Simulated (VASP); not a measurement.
A run of VASP 6.6.1 is set up as follows.

Contents of POSCAR:

```
GaSb
1.0
    0.0000000000      2.9965539066      2.9965539066
    2.9965539066      0.0000000000      2.9965539066
    2.9965539066      2.9965539066      0.0000000000
Sb Ga
1 1
Direct
    0.7500000000      0.7500000000      0.7500000000
    0.0000000000      0.0000000000      0.0000000000
```

File INCAR.step1:

```
ALGO = Normal
EDIFF = 1E-4
ENCUT = 520
GGA = PE
ISMEAR = -1
LASPH = T
LCHARG = F
LREAL = F
LWAVE = T
NBANDS = 16
NELM = 100
PREC = Accurate
SIGMA = 0.05
```

File INCAR.step2:

```
ALGO = Normal
EDIFF = 1E-7
ENCUT = 520
ISIF = 2
ISMEAR = -1
ISTART = 1
LASPH = T
LCHARG = F
LMIXTAU = T
LREAL = F
LWAVE = F
METAGGA = R2SCAN
NBANDS = 16
NELM = 100
PREC = Accurate
SIGMA = 0.05
```

Contents of KPOINTS:

```
k-points
0
Gamma
  8 8 8
```

Potentials or basis: VASP PAW PBE potentials, release 64 (Sb, Ga_d).

The run is started by

```bash
$ cat potpaw_PBE.64/Sb/POTCAR potpaw_PBE.64/Ga_d/POTCAR > POTCAR
$ cp INCAR.step1 INCAR
$ mpirun -np 1 vasp_std > vasp.out
$ cp INCAR.step2 INCAR
$ mpirun -np 1 vasp_std > vasp.out
```

Task: Predict the band gap on the k mesh.

Result: 0.83 eV, indirect (least direct gap 0.93 eV).

Task: Predict the pressure.

Result: 4.4 GPa.

Caveat: the PAW data sets were made with another functional, which shifts forces and pressure a little; spin-orbit coupling is left out, which moves the levels of the heavy elements. A k mesh can miss the band edges.
